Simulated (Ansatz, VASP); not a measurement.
## Two plane-wave programs on AlPdC4N4

```xyz
10
Lattice="5.8399 0.0000 0.0000 0.0000 5.8399 0.0000 0.0000 0.0000 5.8399" Properties=species:S:1:pos:R:3 pbc="T T T"
Al    2.9200    2.9200    2.9200
Pd    0.0000    0.0000    0.0000
C     1.1770    1.1770    1.1770
C     1.1770    4.6629    4.6629
C     4.6629    1.1770    4.6629
C     4.6629    4.6629    1.1770
N     1.8564    1.8564    1.8564
N     1.8564    3.9835    3.9835
N     3.9835    1.8564    3.9835
N     3.9835    3.9835    1.8564
```

Alike in both runs: functional PBE; k mesh 4 × 4 × 4; occupations gaussian, width 0.1 eV; collinear spin.

Ansatz relaxed the structure, and its values are those at the end. VASP's run is a single point on that final structure, the one shown.

```csv
,VASP,Ansatz
version,VASP 6.6.1,Ansatz 0.2.0
potentials or method,"VASP PAW PBE potentials, release 64 (Al, Pd, C, N), cutoff 520 eV","scalar-relativistic, plane waves, PAW"
valence electrons in the cell,49,57
```

```tsv
	VASP	Ansatz	Ansatz less VASP
gap on the k mesh at the Fermi level (eV)	none	none	-
pressure (GPa)	0.3	0.1	-0.25
rms of the force components (eV/Å)	0.173	0.015	-0.1578
net moment per atom (μB)	0.10	0.10	0.000
size of the moment on the site where the two differ most (μB)	0.58	0.44	-0.141
```

Site moments also hang on the region over which each program counts them. A gap of «none» marks a metal or a gap that the smearing closes. One of these differences is far larger than is usual between the two programs; its cause wasn't traced. VASP's potentials hold 49 valence electrons a cell and Ansatz's 57, so a difference there can come from the potentials and not from the codes.

Noted on VASP's run: the standard files for N, O and F lose accuracy on very short bonds.
